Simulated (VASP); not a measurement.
## Te2Mo: single point with PBE+D3(BJ)

Te2Mo:

```
CELL_PARAMETERS angstrom
3.37091 0.00000 0.00000
-1.68545 2.91929 0.00000
0.00000 0.00000 12.97115
ATOMIC_POSITIONS crystal
Te 0.33333 0.66667 0.60870
Te 0.66667 0.33333 0.10870
Te 0.33333 0.66667 0.89130
Te 0.66667 0.33333 0.39130
Mo 0.33333 0.66667 0.25000
Mo 0.66667 0.33333 0.75000
```

```
Program             : VASP 6.6.1
Task                : single point
Functional          : PBE
Dispersion          : D3(BJ)
Potentials or basis : VASP PAW PBE potentials, release 64 (Te, Mo_sv)
Cutoff              : 520 eV
k mesh              : 12 × 12 × 2
Occupations         : gaussian, width 0.02 eV
Spin                : no spin polarisation
```

| Property | Result |
| --- | --- |
| Pressure | 9.4 GPa |
| Largest force | 0.023 eV/Å |
| Band gap on the k mesh | zero (bands 26 and 27 overlap by 0.02 eV) |
| Dispersion energy per atom | -0.630 eV |

Forces in eV/Å, atoms in the order of the input:
```
Te   0.000  0.000 -0.023
Te   0.000  0.000 -0.023
Te   0.000  0.000  0.023
Te   0.000  0.000  0.023
Mo   0.000  0.000  0.000
Mo   0.000  0.000  0.000
```

Stress tensor (GPa, compression positive):
```
9.38 0.00 0.00
0.00 9.38 0.00
0.00 0.00 9.30
```

Levels at points of the mesh, in eV from the Fermi level:
```csv
k point,band 23,band 24,band 25,band 26,band 27,band 28,band 29,band 30
"(0.00, 0.00, 0.00)",-1.34,-1.34,-0.28,-0.06,2.66,2.66,2.79,2.79
"(0.50, 0.00, 0.00)",-1.78,-1.70,-1.18,-0.33,1.01,1.07,1.18,1.71
"(0.00, 0.00, 0.50)",-1.38,-1.38,-0.21,-0.21,2.69,2.69,2.69,2.69
"(0.50, 0.00, 0.50)",-1.68,-1.68,-0.77,-0.77,1.10,1.10,1.38,1.38
```

Wall time 99 s on 1 thread of Intel(R) Xeon(R) 6975P-C (Granite Rapids), with other jobs on the host, peak memory 0.33 GiB.

Caveat: the cell stands under pressure; spin-orbit coupling is left out, which moves the levels of the heavy elements.
